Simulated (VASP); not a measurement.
# SnSe2 (P-3m1) in VASP: further runs, part 2 of 2

VASP 6.6.1.

## 3. Single point, r2SCAN

The input, POSCAR:

```
SnSe2
1.0
    3.8251493292      0.0000000000      0.0000000000
   -1.9125746646      3.3126764923      0.0000000000
    0.0000000000      0.0000000000      6.2270790415
Sn Se
1 2
Direct
    0.0000000000      0.0000000000      0.0000000000
    0.3333333333      0.6666666667      0.2530782243
    0.6666666667      0.3333333333      0.7469217757
```

The input, INCAR.step1:

```
SYSTEM = SnSe2
  PREC = Accurate
  ENCUT = 520
  ISMEAR = 0
  SIGMA = 0.01
  LREAL = .FALSE.
  LASPH = .TRUE.
  NELM = 80
  NBANDS = 20
  GGA = PE
  ALGO = Normal
  EDIFF = 1E-4
  LWAVE = .TRUE.
  LCHARG = .FALSE.
```

The input, INCAR.step2:

```
SYSTEM = SnSe2
  PREC = Accurate
  ENCUT = 520
  EDIFF = 1E-6
  ISMEAR = 0
  SIGMA = 0.01
  LREAL = .FALSE.
  LASPH = .TRUE.
  NELM = 80
  ALGO = Normal
  ISIF = 2
  LWAVE = .FALSE.
  LCHARG = .FALSE.
  METAGGA = R2SCAN
  LMIXTAU = .TRUE.
  NBANDS = 20
  ISTART = 1
```

The input, KPOINTS:

```
Automatic mesh
0
G
  6 6 4
  0 0 0
```

Potentials or basis: VASP PAW PBE potentials, release 64 (Sn_d, Se).

Command:

```sh
$ cat potpaw_PBE.64/Sn_d/POTCAR potpaw_PBE.64/Se/POTCAR > POTCAR
$ cp INCAR.step1 INCAR
$ mpirun -np 1 vasp_std > vasp.out
$ cp INCAR.step2 INCAR
$ mpirun -np 1 vasp_std > vasp.out
```

OUTCAR:

```text
SYSTEM = SnSe2
   PREC = Accurate
   ENCUT = 520
   EDIFF = 1E-6
   ISMEAR = 0
   LREAL = .FALSE.
   LASPH = .TRUE.
   NELM = 80
   ISIF = 2
   METAGGA = R2SCAN
   ISTART = 1

 ion  position               nearest neighbor table
   1  0.000  0.000  0.000-   2 2.71   3 2.71   2 2.71   3 2.71   3 2.71   2 2.71
   2  0.333  0.667  0.253-   1 2.71   1 2.71   1 2.71
   3  0.667  0.333  0.747-   1 2.71   1 2.71   1 2.71

  LATTYP: Found a hexagonal cell.
 ALAT       =     3.8251493292
 C/A-ratio  =     1.6279309657

  Lattice vectors:

 A1 = (   3.8251493292,   0.0000000000,   0.0000000000)
 A2 = (  -1.9125746646,   3.3126764923,   0.0000000000)
 A3 = (   0.0000000000,   0.0000000000,   6.2270790415)

Analysis of symmetry for initial positions (statically):
=====================================================================
 Subroutine PRICEL returns:
 Original cell was already a primitive cell.

 Routine SETGRP: Setting up the symmetry group for a
 hexagonal supercell.

 Subroutine GETGRP returns: Found 12 space group operations
 (whereof 12 operations were pure point group operations)
 out of a pool of 24 trial point group operations.

The static configuration has the point symmetry D_3d.

Analysis of symmetry for dynamics (positions and initial velocities):
=====================================================================
 Subroutine PRICEL returns:
 Original cell was already a primitive cell.

 Routine SETGRP: Setting up the symmetry group for a
 hexagonal supercell.

 Subroutine GETGRP returns: Found 12 space group operations
 (whereof 12 operations were pure point group operations)
 out of a pool of 24 trial point group operations.

The dynamic configuration has the point symmetry D_3d.

 Subroutine INISYM returns: Found 12 space group operations
 (whereof 12 operations are pure point group operations),
 and found     1 'primitive' translations

----------------------------------------------------------------------------------------

                                     Primitive cell

  volume of cell :      78.9063

  direct lattice vectors                    reciprocal lattice vectors
     3.825149329  0.000000000  0.000000000     0.261427702  0.150935354  0.000000000
    -1.912574665  3.312676492  0.000000000     0.000000000  0.301870709  0.000000000
     0.000000000  0.000000000  6.227079041     0.000000000  0.000000000  0.160588936

  length of vectors
     3.825149329  3.825149329  6.227079041     0.301870709  0.301870709  0.160588936

  position of ions in fractional coordinates (direct lattice)
     0.000000000  0.000000000  0.000000000
     0.333333333  0.666666667  0.253078224
     0.666666667  0.333333333  0.746921776

  ion indices of the primitive-cell ions
   primitive index   ion index
                 1           1
                 2           2
                 3           3

----------------------------------------------------------------------------------------

 KPOINTS: Automatic mesh

Automatic generation of k-mesh.
 Grid dimensions read from file:
 generate k-points for:    6    6    4

 Generating k-lattice:

  Cartesian coordinates                     Fractional coordinates (reciprocal lattice)
     0.043571284  0.025155892  0.000000000     0.166666667  0.000000000  0.000000000
     0.000000000  0.050311785  0.000000000     0.000000000  0.166666667  0.000000000
     0.000000000  0.000000000  0.040147234     0.000000000  0.000000000  0.250000000

  Length of vectors
     0.050311785  0.050311785  0.040147234

  Shift w.r.t. Gamma in fractional coordinates (k-lattice)
     0.000000000  0.000000000  0.000000000

 Subroutine IBZKPT returns following result:
 ===========================================

 Found     24 irreducible k-points:

 Following reciprocal coordinates:
            Coordinates               Weight
  0.000000  0.000000  0.000000      1.000000
  0.166667  0.000000  0.000000      6.000000
  0.333333 -0.000000  0.000000      6.000000
  0.500000 -0.000000  0.000000      3.000000
  0.166667  0.166667  0.000000      6.000000
  0.333333  0.166667  0.000000     12.000000
[... 16 lines left out ...]
  0.333333  0.166667  0.500000     12.000000
  0.333333  0.333333  0.500000      2.000000
   k-points           NKPTS =     24   k-points in BZ     NKDIM =     24   number of bands    NBANDS=     20
   number of dos      NEDOS =    301   number of ions     NIONS =      3
   total plane-waves  NPLWV =  37632
   dimension x,y,z NGX =    28 NGY =   28 NGZ =   48
   dimension x,y,z NGXF=    56 NGYF=   56 NGZF=   96
   ions per type =               1   2
   NGX,Y,Z   is equivalent  to a cutoff of  12.17, 12.17, 12.81 a.u.
   NGXF,Y,Z  is equivalent  to a cutoff of  24.34, 24.34, 25.63 a.u.
 SYSTEM =  SnSe2
   PREC   = accura    normal or accurate (medium, high low for compatibility)
   ISTART =      1    job   : 0-new  1-cont  2-samecut
   ICHARG =      0    charge: 1-file 2-atom 10-const
   ISPIN  =      1    spin polarized calculation?
   LNONCOLLINEAR =      F non collinear calculations
   LSORBIT =      F    spin-orbit coupling
   LASPH  =      T    aspherical Exc in radial PAW
   ENCUT  =  520.0 eV  38.22 Ry    6.18 a.u.   7.11  7.11 11.58*2*pi/ulx,y,z
   NELM   =     80;   NELMIN=  2; NELMDL=  0     # of ELM steps
   EDIFF  = 0.1E-05   stopping-criterion for ELM
   LREAL  =      F    real-space projection
   EDIFFG = 0.1E-04   stopping-criterion for IOM
   NSW    =      0    number of steps for IOM
   IBRION =     -1    ionic relax: 0-MD 1-quasi-New 2-CG
   NFREE  =      0    steps in history (QN), initial steepest desc. (CG)
   ISIF   =      2    stress and relaxation
   ISYM   =      2    0-nonsym 1-usesym 2-fastsym
   POTIM  = 0.5000    time-step for ionic-motion
   TEBEG  =    0.0;   TEEND  =   0.0 temperature during run
   PSTRESS=    0.0 pullay stress
   NELECT =      26.0000    total number of electrons
   NUPDOWN=      -1.0000    fix difference up-down
   EMIN   =  10.00;   EMAX   =-10.00  energy-range for DOS
   EFERMI =   0.00;   METHOD = LEGACY
   ISMEAR =     0;   SIGMA  =   0.01  broadening in eV -4-tet -1-fermi 0-gaus
   EFERMI_NEDOS =   21; number of points for ismear=-14 and -15
   IALGO  =     38    algorithm
   IMIX   =      4    mixing-type and parameters
     AMIX     =   0.40;   BMIX     =  1.00
     AMIX_MAG =   1.60;   BMIX_MAG =  1.00
  volume/ion in A,a.u.               =      26.30       177.50
  Fermi-wavevector in a.u.,A,eV,Ry     =   1.130738  2.136785 17.395982  1.278569
  Thomas-Fermi vector in A             =   2.267435
   LORBIT       =      0    0 simple, 1 ext, 2 COOP (PROOUT), +10 PAW based schemes
   METAGGA = R2SCAN    functional components
   LHFCALC =     F    Hartree Fock is set to
   AEXX    =    0.0000 exact exchange contribution
   IVDW    =     0    specifies the selected vdW correction
   LEPSILON=     F    determine dielectric tensor
   LRPA    =     F    only Hartree local field effects (RPA)
 non-spin polarized calculation
 Gauss-broadening in eV      SIGMA  =   0.01
  energy-cutoff  :      520.00
  volume of cell :       78.91
 maximum number of plane-waves:      2142
   NGX = 15   NGY = 15   NGZ = 23

 number of electron      26.0000000 magnetization

 Free energy of the ion-electron system (eV)
  ---------------------------------------------------
  ext. energy  EPLUGINS =         0.00000000
  ---------------------------------------------------
  free energy    TOTEN  =       -54.61669834 eV

  energy without entropy =      -54.61669834  energy(sigma->0) =      -54.61669834

 E-fermi :   3.7136     XC(G=0):  -9.9187

 val. band max:        3.5859435285   @ k =   0.1667   0.0000   0.2500
 cond. band min:       4.6554833309   @ k =   0.5000  -0.0000   0.5000
 fundamental gap:      1.0695398023
 Fermi energy:         3.7135506609

 k-point     1 :       0.0000    0.0000    0.0000
  band No.  band energies     occupation
      1     -18.2389      2.00000
      2     -18.2388      2.00000
      3     -18.1835      2.00000
      4     -18.1752      2.00000
      5     -18.1752      2.00000
      6     -10.6255      2.00000
[... 12 lines left out ...]
     19      13.2167      0.00000
     20      13.2168      0.00000
[... 507 lines left out ...]
 k-point    24 :       0.3333    0.3333    0.5000
  band No.  band energies     occupation
      1     -18.2600      2.00000
      2     -18.2600      2.00000
      3     -18.1724      2.00000
      4     -18.1724      2.00000
      5     -18.1518      2.00000
      6      -8.5284      2.00000
[... 12 lines left out ...]
     19      13.4029      0.00000
     20      13.4294      0.00000

------------------------ aborting loop because EDIFF is reached ----------------------------------------

  FORCE on cell =-STRESS in cart. coord.  units (eV):
  Direction    XX          YY          ZZ          XY          YZ          ZX
  --------------------------------------------------------------------------------------
  -------------------------------------------------------------------------------------
  Total        0.5286548      0.5286548      0.4377176     -0.0000000      0.0000000      0.0000000
  in kB       10.7342324     10.7342324      8.8877692     -0.0000000      0.0000000      0.0000000
  external PRESSURE =      10.1187446 kB  Pullay stress =       0.0000000 kB

 VOLUME and BASIS-vectors are now :
 -----------------------------------------------------------------------------
  energy-cutoff  :      520.00
  volume of cell :       78.91
      direct lattice vectors                 reciprocal lattice vectors
     3.825149329  0.000000000  0.000000000     0.261427702  0.150935354  0.000000000
    -1.912574665  3.312676492  0.000000000     0.000000000  0.301870709  0.000000000
     0.000000000  0.000000000  6.227079041     0.000000000  0.000000000  0.160588936

 POSITION                                       TOTAL-FORCE (eV/Angst)
 -----------------------------------------------------------------------------------
      0.00000      0.00000      0.00000         0.000000      0.000000      0.000000
     -0.00000      2.20845      1.57594         0.000000     -0.000000     -0.025726
      1.91257      1.10423      4.65114        -0.000000      0.000000      0.025726
 -----------------------------------------------------------------------------------
    total drift:                               -0.000000      0.000000      0.000000

  FREE ENERGIE OF THE ION-ELECTRON SYSTEM (eV)
  ---------------------------------------------------
  free  energy   TOTEN  =       -54.6166983427 eV

  energy  without entropy=      -54.6166983427  energy(sigma->0) =      -54.61669834
```

It took 86 s on 1 thread of Intel Xeon Platinum 8559C (Emerald Rapids), shared host; peak memory 0.21 GiB.

Results:

- Free energy: -54.6167 eV
- Pressure: 1.0 GPa
- Largest force: 0.026 eV/Å
- Band gap on the k mesh: 1.07 eV, indirect (least direct gap 1.51 eV)

Forces in eV/Å, atoms in the order of the input:
```
Sn   0.000  0.000  0.000
Se   0.000  0.000 -0.026
Se   0.000  0.000  0.026
```

Stress tensor (GPa, compression positive):
```
1.07 0.00 0.00
0.00 1.07 0.00
0.00 0.00 0.89
```

Levels at points of the mesh, in eV from the valence-band top:
| k point | band 9 | band 10 | band 11 | band 12 | band 13 | band 14 | band 15 | band 16 | band 17 | band 18 |
| --- | --- | --- | --- | --- | --- | --- | --- | --- | --- | --- |
| (0.00, 0.00, 0.00) | -0.53 | -0.53 | -0.25 | -0.25 | -0.05 | 1.49 | 3.63 | 5.12 | 5.12 | 8.74 |
| (0.50, 0.00, 0.00) | -4.36 | -2.87 | -2.49 | -1.17 | -0.22 | 1.46 | 4.32 | 5.83 | 5.91 | 7.49 |
| (0.00, 0.00, 0.50) | -2.06 | -0.63 | -0.63 | -0.09 | -0.09 | 2.87 | 3.57 | 4.85 | 4.85 | 8.64 |
| (0.50, 0.00, 0.50) | -4.81 | -2.31 | -1.95 | -0.77 | -0.62 | 1.07 | 4.71 | 5.25 | 6.37 | 6.67 |

Caveat: the PAW data sets were made with another functional, which shifts forces and pressure a little; spin-orbit coupling is left out, which moves the levels of the heavy elements. A k mesh can miss the band edges.
